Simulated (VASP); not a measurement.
# Pt (P6_3/mmc) in VASP: a series of runs

Runs on Pt. Level: r2SCAN. Tasks: single point.

Everything below comes from runs of VASP 6.6.1. Logs are shortened: lines on timing, memory, paths and dates and some standing lists are left out, and cuts for length are marked.

### Step 1. The cell of the first run

It takes space group P6_3/mmc (No. 194, hexagonal). The conventional cell has a = 2.968 Å, b = 2.968 Å, c = 4.792 Å, α = 90.00°, β = 90.00°, γ = 120.00°. Within 3.9 Å of Pt (site symmetry -6m2) lie 12 Pt at 2.95 to 2.97 Å.

This isn't the form of Pt at room conditions, which is fcc.

### Step 2. Single point, r2SCAN (strain +0.0750 x Voigt [1, 1, 0, 0, 0, 0])

POSCAR

```
Pt
1.0
    2.9677155370      0.0000000000      0.0000000000
   -1.4838577685      2.5701170462      0.0000000000
    0.0000000000      0.0000000000      4.7921340000
Pt
2
Direct
    0.6666666667      0.3333333333      0.7500000000
    0.3333333333      0.6666666667      0.2500000000
```

INCAR.step1

```
PREC     = Accurate       # precision mode
ENCUT    = 520            # plane-wave cutoff, eV
ISMEAR   = 0              # smearing method
SIGMA    = 0.15           # smearing width, eV
LREAL    = False          # projectors in reciprocal space
LASPH    = True           # aspherical terms in the spheres
NELM     = 80             # most SCF steps
NBANDS   = 17             # bands
GGA      = PE             # functional
ALGO     = Normal         # electronic algorithm
EDIFF    = 1E-4           # SCF threshold, eV
LWAVE    = True           # write WAVECAR
LCHARG   = False          # write CHGCAR
```

INCAR.step2

```
PREC     = Accurate       # precision mode
ENCUT    = 520            # plane-wave cutoff, eV
EDIFF    = 1E-6           # SCF threshold, eV
ISMEAR   = 0              # smearing method
SIGMA    = 0.15           # smearing width, eV
LREAL    = False          # projectors in reciprocal space
LASPH    = True           # aspherical terms in the spheres
NELM     = 80             # most SCF steps
ALGO     = Normal         # electronic algorithm
ISIF     = 2              # what is computed and relaxed
LWAVE    = False          # write WAVECAR
LCHARG   = False          # write CHGCAR
METAGGA  = R2SCAN         # meta-GGA
LMIXTAU  = True         
NBANDS   = 17             # bands
ISTART   = 1
```

KPOINTS

```
regular mesh
0
Gamma
  18 18 10
```

Potentials or basis: VASP PAW PBE potentials, release 64 (Pt).

The run is started by

```bash
$ cat potpaw_PBE.64/Pt/POTCAR > POTCAR
$ cp INCAR.step1 INCAR
$ mpirun -np 1 vasp_std > vasp.out
$ cp INCAR.step2 INCAR
$ mpirun -np 1 vasp_std > vasp.out
```

OUTCAR:

```text
PREC = Accurate
   ENCUT = 520
   EDIFF = 1E-6
   ISMEAR = 0
   LREAL = False
   LASPH = True
   NELM = 80
   ISIF = 2
   METAGGA = R2SCAN
   ISTART = 1

 ion  position               nearest neighbor table
   1  0.667  0.333  0.750-   2 2.95   2 2.95   2 2.95   2 2.95   2 2.95   2 2.95
   2  0.333  0.667  0.250-   1 2.95   1 2.95   1 2.95   1 2.95   1 2.95   1 2.95

  LATTYP: Found a hexagonal cell.
 ALAT       =     2.9677155370
 C/A-ratio  =     1.6147551678

  Lattice vectors:

 A1 = (   2.9677155370,   0.0000000000,   0.0000000000)
 A2 = (  -1.4838577685,   2.5701170462,   0.0000000000)
 A3 = (   0.0000000000,   0.0000000000,   4.7921340000)

Analysis of symmetry for initial positions (statically):
=====================================================================
 Subroutine PRICEL returns:
 Original cell was already a primitive cell.

 Routine SETGRP: Setting up the symmetry group for a
 hexagonal supercell.

 Subroutine GETGRP returns: Found 24 space group operations
 (whereof 12 operations were pure point group operations)
 out of a pool of 24 trial point group operations.

The static configuration has the point symmetry D_3d.
 The point group associated with its full space group is D_6h.

Analysis of symmetry for dynamics (positions and initial velocities):
=====================================================================
 Subroutine PRICEL returns:
 Original cell was already a primitive cell.

 Routine SETGRP: Setting up the symmetry group for a
 hexagonal supercell.

 Subroutine GETGRP returns: Found 24 space group operations
 (whereof 12 operations were pure point group operations)
 out of a pool of 24 trial point group operations.

The dynamic configuration has the point symmetry D_3d.
 The point group associated with its full space group is D_6h.

 Subroutine INISYM returns: Found 24 space group operations
 (whereof 12 operations are pure point group operations),
 and found     1 'primitive' translations

----------------------------------------------------------------------------------------

                                     Primitive cell

  volume of cell :      36.5514

  direct lattice vectors                    reciprocal lattice vectors
     2.967715537  0.000000000  0.000000000     0.336959519  0.194543669  0.000000000
    -1.483857769  2.570117046  0.000000000     0.000000000  0.389087338  0.000000000
     0.000000000  0.000000000  4.792134000     0.000000000  0.000000000  0.208675300

  length of vectors
     2.967715537  2.967715537  4.792134000     0.389087338  0.389087338  0.208675300

  position of ions in fractional coordinates (direct lattice)
     0.666666667  0.333333333  0.750000000
     0.333333333  0.666666667  0.250000000

  ion indices of the primitive-cell ions
   primitive index   ion index
                 1           1
                 2           2

----------------------------------------------------------------------------------------

 KPOINTS: regular mesh

Automatic generation of k-mesh.
 Grid dimensions read from file:
 generate k-points for:   18   18   10

 Generating k-lattice:

  Cartesian coordinates                     Fractional coordinates (reciprocal lattice)
     0.018719973  0.010807982  0.000000000     0.055555556 -0.000000000  0.000000000
     0.000000000  0.021615963  0.000000000     0.000000000  0.055555556  0.000000000
     0.000000000  0.000000000  0.020867530     0.000000000  0.000000000  0.100000000

  Length of vectors
     0.021615963  0.021615963  0.020867530

  Shift w.r.t. Gamma in fractional coordinates (k-lattice)
     0.000000000  0.000000000  0.000000000

 Subroutine IBZKPT returns following result:
 ===========================================

 Found    222 irreducible k-points:

 Following reciprocal coordinates:
            Coordinates               Weight
  0.000000  0.000000  0.000000      1.000000
  0.055556 -0.000000  0.000000      6.000000
  0.111111 -0.000000  0.000000      6.000000
  0.166667  0.000000  0.000000      6.000000
  0.222222  0.000000  0.000000      6.000000
  0.277778 -0.000000  0.000000      6.000000
[... 16 lines left out ...]
  0.333333  0.111111  0.000000     12.000000
  0.388889  0.111111  0.000000     12.000000
 [... further k-points ...]
   k-points           NKPTS =    222   k-points in BZ     NKDIM =    222   number of bands    NBANDS=     17
   number of dos      NEDOS =    301   number of ions     NIONS =      2
   total plane-waves  NPLWV =  20736
   dimension x,y,z NGX =    24 NGY =   24 NGZ =   36
   dimension x,y,z NGXF=    48 NGYF=   48 NGZF=   72
   ions per type =               2
   NGX,Y,Z   is equivalent  to a cutoff of  13.44, 13.44, 12.49 a.u.
   NGXF,Y,Z  is equivalent  to a cutoff of  26.89, 26.89, 24.98 a.u.
 SYSTEM =  unknown system
   PREC   = accura    normal or accurate (medium, high low for compatibility)
   ISTART =      1    job   : 0-new  1-cont  2-samecut
   ICHARG =      0    charge: 1-file 2-atom 10-const
   ISPIN  =      1    spin polarized calculation?
   LNONCOLLINEAR =      F non collinear calculations
   LSORBIT =      F    spin-orbit coupling
   LASPH  =      T    aspherical Exc in radial PAW
   ENCUT  =  520.0 eV  38.22 Ry    6.18 a.u.   5.52  5.52  8.91*2*pi/ulx,y,z
   NELM   =     80;   NELMIN=  2; NELMDL=  0     # of ELM steps
   EDIFF  = 0.1E-05   stopping-criterion for ELM
   LREAL  =      F    real-space projection
   EDIFFG = 0.1E-04   stopping-criterion for IOM
   NSW    =      0    number of steps for IOM
   IBRION =     -1    ionic relax: 0-MD 1-quasi-New 2-CG
   NFREE  =      0    steps in history (QN), initial steepest desc. (CG)
   ISIF   =      2    stress and relaxation
   ISYM   =      2    0-nonsym 1-usesym 2-fastsym
   POTIM  = 0.5000    time-step for ionic-motion
   TEBEG  =    0.0;   TEEND  =   0.0 temperature during run
   PSTRESS=    0.0 pullay stress
   NELECT =      20.0000    total number of electrons
   NUPDOWN=      -1.0000    fix difference up-down
   EMIN   =  10.00;   EMAX   =-10.00  energy-range for DOS
   EFERMI =   0.00;   METHOD = LEGACY
   ISMEAR =     0;   SIGMA  =   0.15  broadening in eV -4-tet -1-fermi 0-gaus
   EFERMI_NEDOS =   21; number of points for ismear=-14 and -15
   IALGO  =     38    algorithm
   IMIX   =      4    mixing-type and parameters
     AMIX     =   0.40;   BMIX     =  1.00
     AMIX_MAG =   1.60;   BMIX_MAG =  1.00
  volume/ion in A,a.u.               =      18.28       123.33
  Fermi-wavevector in a.u.,A,eV,Ry     =   1.339009  2.530360 24.394494  1.792945
  Thomas-Fermi vector in A             =   2.467434
   LORBIT       =      0    0 simple, 1 ext, 2 COOP (PROOUT), +10 PAW based schemes
   METAGGA = R2SCAN    functional components
   LHFCALC =     F    Hartree Fock is set to
   AEXX    =    0.0000 exact exchange contribution
   IVDW    =     0    specifies the selected vdW correction
   LEPSILON=     F    determine dielectric tensor
   LRPA    =     F    only Hartree local field effects (RPA)
 non-spin polarized calculation
 Gauss-broadening in eV      SIGMA  =   0.15
  energy-cutoff  :      520.00
  volume of cell :       36.55
 maximum number of plane-waves:      1014
 NGX is ok and might be reduce to    24
   NGX = 11   NGY = 11   NGZ = 17

 number of electron      20.0000001 magnetization

 Free energy of the ion-electron system (eV)
  ---------------------------------------------------
  ext. energy  EPLUGINS =         0.00000000
  ---------------------------------------------------
  free energy    TOTEN  =      -102.24124234 eV

  energy without entropy =     -102.17737020  energy(sigma->0) =     -102.20930627

 E-fermi :   7.6890     XC(G=0): -13.2893

 val. band max:        7.6880278123   @ k =   0.2778  -0.0000   0.1000
 cond. band min:       7.6905498625   @ k =   0.5000   0.0000   0.3000
 fundamental gap:      0.0025220502
 Fermi energy:         7.6889860099

 k-point     1 :       0.0000    0.0000    0.0000
  band No.  band energies     occupation
      1      -0.7191      2.00000
      2       2.0291      2.00000
      3       4.9153      2.00000
      4       4.9522      2.00000
      5       4.9522      2.00000
      6       5.3311      2.00000
[... 9 lines left out ...]
     16      25.8322      0.00000
     17      26.9472      0.00000

 k-point     2 :       0.0556   -0.0000    0.0000
  band No.  band energies     occupation
      1      -0.6242      2.00000
      2       2.1076      2.00000
      3       4.7589      2.00000
      4       5.0176      2.00000
      5       5.0996      2.00000
      6       5.2956      2.00000
[... 9 lines left out ...]
     16      25.5910      0.00000
     17      26.4236      0.00000

 k-point     3 :       0.1111   -0.0000    0.0000
  band No.  band energies     occupation
      1      -0.3450      2.00000
      2       2.3288      2.00000
      3       4.5653      2.00000
      4       5.1672      2.00000
      5       5.2100      2.00000
      6       5.3190      2.00000
[... 9 lines left out ...]
     16      25.3220      0.00000
     17      25.7742      0.00000

 k-point     4 :       0.1667    0.0000    0.0000
  band No.  band energies     occupation
      1       0.0994      2.00000
      2       2.6386      2.00000
      3       4.3830      2.00000
      4       5.0206      2.00000
      5       5.0359      2.00000
      6       5.4724      2.00000
[... 9 lines left out ...]
     16      25.0613      0.00000
     17      25.9728      0.00000
[... 343 lines left out ...]
      1       2.1141      2.00000
      2       3.1170      2.00000
      3       3.6023      2.00000
      4       4.3678      2.00000
      5       4.7968      2.00000
      6       5.1335      2.00000
[... 9 lines left out ...]
     16      22.4614      0.00000
     17      23.2923      0.00000

 k-point    23 :       0.3333    0.1111    0.0000
  band No.  band energies     occupation
      1       2.5000      2.00000
      2       2.9752      2.00000
      3       3.3435      2.00000
      4       4.7125      2.00000
      5       4.7335      2.00000
      6       5.3067      2.00000
[... 9 lines left out ...]
     16      20.5918      0.00000
     17      22.4843      0.00000

 k-point    24 :       0.3889    0.1111    0.0000
  band No.  band energies     occupation
      1       2.6806      2.00000
      2       2.8715      2.00000
      3       3.1855      2.00000
      4       4.7061      2.00000
      5       5.0671      2.00000
      6       5.1944      2.00000
[... 9 lines left out ...]
     16      19.1964      0.00000
     17      21.7601      0.00000

 [... further k-points ...]

------------------------ aborting loop because EDIFF is reached ----------------------------------------

  FORCE on cell =-STRESS in cart. coord.  units (eV):
  Direction    XX          YY          ZZ          XY          YZ          ZX
  --------------------------------------------------------------------------------------
  -------------------------------------------------------------------------------------
  Total       -6.7922732     -6.7922732     -5.5721479     -0.0000000      0.0000000     -0.0000000
  in kB     -297.7293176   -297.7293175   -244.2469166     -0.0000000      0.0000000     -0.0000000
  external PRESSURE =    -279.9018506 kB  Pullay stress =       0.0000000 kB

 VOLUME and BASIS-vectors are now :
 -----------------------------------------------------------------------------
  energy-cutoff  :      520.00
  volume of cell :       36.55
      direct lattice vectors                 reciprocal lattice vectors
     2.967715537  0.000000000  0.000000000     0.336959519  0.194543669  0.000000000
    -1.483857769  2.570117046  0.000000000     0.000000000  0.389087338  0.000000000
     0.000000000  0.000000000  4.792134000     0.000000000  0.000000000  0.208675300

 POSITION                                       TOTAL-FORCE (eV/Angst)
 -----------------------------------------------------------------------------------
      1.48386      0.85671      3.59410        -0.000000     -0.000000      0.000000
     -0.00000      1.71341      1.19803         0.000000      0.000000      0.000000
 -----------------------------------------------------------------------------------
    total drift:                               -0.000000      0.000000     -0.000000

  FREE ENERGIE OF THE ION-ELECTRON SYSTEM (eV)
  ---------------------------------------------------
  free  energy   TOTEN  =      -102.2412423357 eV

  energy  without entropy=     -102.1773702030  energy(sigma->0) =     -102.20930627
```

It took 3.6 min on 1 thread of Intel Xeon Platinum 8488C (Sapphire Rapids), shared host; peak memory 0.24 GiB.

What came out:

| Property | Result |
| --- | --- |
| Free energy | -102.2412 eV |
| Pressure | -28.0 GPa |
| Band gap on the k mesh | zero (bands 10 and 11 overlap by 0.95 eV) |

Levels at points of the mesh, in eV from the Fermi level:
| k point | band 7 | band 8 | band 9 | band 10 | band 11 | band 12 | band 13 | band 14 |
| --- | --- | --- | --- | --- | --- | --- | --- | --- |
| (0.00, 0.00, 0.00) | -2.36 | -1.89 | -1.89 | -0.24 | -0.24 | 0.59 | 4.91 | 15.79 |
| (0.50, 0.00, 0.00) | -2.12 | -0.05 | 0.12 | 0.19 | 2.01 | 3.10 | 7.43 | 9.03 |
| (0.00, 0.00, 0.50) | -2.84 | -2.84 | -0.73 | -0.73 | -0.73 | -0.73 | 13.06 | 13.06 |
| (0.50, 0.00, 0.50) | -0.55 | -0.55 | 0.10 | 0.10 | 1.94 | 1.94 | 5.54 | 5.54 |

Caveat: the cell differs from its parent crystal (strain +0.0750 x Voigt [1, 1, 0, 0, 0, 0]); the cell stands under tension; the PAW data sets were made with another functional, which shifts forces and pressure a little; spin-orbit coupling is left out, which moves the levels of the heavy elements.

### Step 3. Single point, r2SCAN (strain +0.0875 x Voigt [1, 1, 0, 0, 0, 0])

POSCAR

```
Pt
1.0
    3.0022238572      0.0000000000      0.0000000000
   -1.5011119286      2.6000021281      0.0000000000
    0.0000000000      0.0000000000      4.7921340000
Pt
2
Direct
    0.6666666667      0.3333333333      0.7500000000
    0.3333333333      0.6666666667      0.2500000000
```

INCAR.step1

```
PREC = Accurate ; ENCUT = 520
ISMEAR = 0 ; SIGMA = 0.15
LREAL = False ; LASPH = True
NELM = 60 ; NBANDS = 17
GGA = PE ; ALGO = Normal
EDIFF = 1E-4 ; LWAVE = True
LCHARG = False
```

INCAR.step2

```
PREC = Accurate ; ENCUT = 520
EDIFF = 1E-6 ; ISMEAR = 0
SIGMA = 0.15 ; LREAL = False
LASPH = True ; NELM = 60
ALGO = Normal ; ISIF = 2
LWAVE = False ; LCHARG = False
METAGGA = R2SCAN ; LMIXTAU = True
NBANDS = 17 ; ISTART = 1
```

KPOINTS

```
Automatic mesh
0
Gamma
  18 18 10
```

Potentials or basis: VASP PAW PBE potentials, release 64 (Pt).

The run is started by

```bash
$ cat potpaw_PBE.64/Pt/POTCAR > POTCAR
$ cp INCAR.step1 INCAR
$ mpirun -np 1 vasp_std > vasp.out
$ cp INCAR.step2 INCAR
$ mpirun -np 1 vasp_std > vasp.out
```

OUTCAR:

```text
PREC = Accurate
   ENCUT = 520
   EDIFF = 1E-6
   ISMEAR = 0
   LREAL = False
   LASPH = True
   NELM = 60
   ISIF = 2
   METAGGA = R2SCAN
   ISTART = 1

 ion  position               nearest neighbor table
   1  0.667  0.333  0.750-   2 2.96   2 2.96   2 2.96   2 2.96   2 2.96   2 2.96
   2  0.333  0.667  0.250-   1 2.96   1 2.96   1 2.96   1 2.96   1 2.96   1 2.96

  LATTYP: Found a hexagonal cell.
 ALAT       =     3.0022238572
 C/A-ratio  =     1.5961947636

  Lattice vectors:

[... 670 lines left out ...]
------------------------ aborting loop because EDIFF is reached ----------------------------------------

  FORCE on cell =-STRESS in cart. coord.  units (eV):
  Direction    XX          YY          ZZ          XY          YZ          ZX
  --------------------------------------------------------------------------------------
  -------------------------------------------------------------------------------------
  Total       -7.2555866     -7.2555866     -6.2650124     -0.0000000      0.0000000      0.0000000
  in kB     -310.7687817   -310.7687817   -268.3408477     -0.0000000      0.0000000      0.0000000
  external PRESSURE =    -296.6261371 kB  Pullay stress =       0.0000000 kB

 VOLUME and BASIS-vectors are now :
 -----------------------------------------------------------------------------
  energy-cutoff  :      520.00
  volume of cell :       37.41
      direct lattice vectors                 reciprocal lattice vectors
     3.002223857  0.000000000  0.000000000     0.333086421  0.192307535  0.000000000
    -1.501111929  2.600002128  0.000000000     0.000000000  0.384615070  0.000000000
     0.000000000  0.000000000  4.792134000     0.000000000  0.000000000  0.208675300

 POSITION                                       TOTAL-FORCE (eV/Angst)
 -----------------------------------------------------------------------------------
      1.50111      0.86667      3.59410         0.000000      0.000000      0.000000
     -0.00000      1.73333      1.19803        -0.000000      0.000000      0.000000
 -----------------------------------------------------------------------------------
    total drift:                               -0.000000      0.000000     -0.000000

  FREE ENERGIE OF THE ION-ELECTRON SYSTEM (eV)
  ---------------------------------------------------
  free  energy   TOTEN  =      -102.0789607490 eV

  energy  without entropy=     -102.0115557796  energy(sigma->0) =     -102.04525826
```

Run time: 4 min. Hardware: 1 thread of Intel Xeon Platinum 8488C (Sapphire Rapids), shared host; peak memory 0.25 GiB.

What came out:

| Property | Result |
| --- | --- |
| Free energy | -102.0790 eV |
| Pressure | -29.7 GPa |
| Band gap on the k mesh | zero (bands 10 and 11 overlap by 0.90 eV) |

Levels at points of the mesh, in eV from the Fermi level:
| k point | band 7 | band 8 | band 9 | band 10 | band 11 | band 12 | band 13 | band 14 |
| --- | --- | --- | --- | --- | --- | --- | --- | --- |
| (0.00, 0.00, 0.00) | -2.25 | -1.89 | -1.89 | -0.23 | -0.23 | 0.75 | 4.90 | 15.73 |
| (0.50, 0.00, 0.00) | -2.03 | -0.10 | 0.14 | 0.15 | 1.94 | 2.96 | 7.43 | 8.93 |
| (0.00, 0.00, 0.50) | -2.75 | -2.75 | -0.70 | -0.70 | -0.70 | -0.70 | 13.13 | 13.13 |
| (0.50, 0.00, 0.50) | -0.52 | -0.52 | 0.06 | 0.06 | 1.95 | 1.95 | 5.37 | 5.37 |

Caveat: the cell differs from its parent crystal (strain +0.0875 x Voigt [1, 1, 0, 0, 0, 0]); the cell stands under tension; the PAW data sets were made with another functional, which shifts forces and pressure a little; spin-orbit coupling is left out, which moves the levels of the heavy elements.
